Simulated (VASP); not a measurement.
Wanted: the native input for a VASP 6.6.1 run.

```yaml
Task: single point
Functional: r2SCAN
Potentials_or_basis: VASP PAW PBE potentials, release 64 (Cu)
Cutoff: 520 eV
k_mesh: 19 × 19 × 11
Occupations: fermi-dirac, width 0.05 eV
Spin: no spin polarisation
Dipole_correction: no
Further_INCAR_settings: ALGO = Normal; EDIFF = 1e-06; NBANDS = 18
```

Cu:

```
Cu
1.0
     2.52045    0.00000    0.00000
    -1.26022    2.18277    0.00000
     0.00000    0.00000    4.16164
Cu
2
Direct
  0.33333 0.66667 0.25000
  0.66667 0.33333 0.75000
```

This isn't the form of Cu at room conditions, which is fcc.

These files were run (other wordings do the same):

POSCAR

```
Cu
1.0
    2.5204453907      0.0000000000      0.0000000000
   -1.2602226954      2.1827697372      0.0000000000
    0.0000000000      0.0000000000      4.1616368669
Cu
2
Direct
    0.3333333333      0.6666666667      0.2500000000
    0.6666666667      0.3333333333      0.7500000000
```

INCAR.step1

```
PREC     = Accurate       # precision mode
ENCUT    = 520            # plane-wave cutoff, eV
ISMEAR   = -1             # smearing method
SIGMA    = 0.05           # smearing width, eV
LREAL    = F              # projectors in reciprocal space
LASPH    = T              # aspherical terms in the spheres
NELM     = 100            # most SCF steps
NBANDS   = 18             # bands
GGA      = PE             # functional
ALGO     = Normal         # electronic algorithm
EDIFF    = 1E-4           # SCF threshold, eV
LWAVE    = T              # write WAVECAR
LCHARG   = F              # write CHGCAR
```

INCAR.step2

```
PREC     = Accurate       # precision mode
ENCUT    = 520            # plane-wave cutoff, eV
EDIFF    = 1E-6           # SCF threshold, eV
ISMEAR   = -1             # smearing method
SIGMA    = 0.05           # smearing width, eV
LREAL    = F              # projectors in reciprocal space
LASPH    = T              # aspherical terms in the spheres
NELM     = 100            # most SCF steps
ALGO     = Normal         # electronic algorithm
ISIF     = 2              # what is computed and relaxed
LWAVE    = F              # write WAVECAR
LCHARG   = F              # write CHGCAR
METAGGA  = R2SCAN         # meta-GGA
LMIXTAU  = T            
NBANDS   = 18             # bands
ISTART   = 1
```

KPOINTS

```
regular mesh
0
Gamma
  19 19 11
```

Potentials or basis: VASP PAW PBE potentials, release 64 (Cu).

The run is started by

```sh
$ cat potpaw_PBE.64/Cu/POTCAR > POTCAR
$ cp INCAR.step1 INCAR
$ mpirun -np 1 vasp_std > vasp.out
$ cp INCAR.step2 INCAR
$ mpirun -np 1 vasp_std > vasp.out
```

Results of the run:

* Pressure: 0.7 GPa
* Band gap on the k mesh: zero (bands 11 and 12 overlap by 5.85 eV)

Caveat: the PAW data sets were made with another functional, which shifts forces and pressure a little.

Run time: 10 min on 1 thread of AMD EPYC 7R13, with other jobs on the host, peak memory 0.17 GiB.
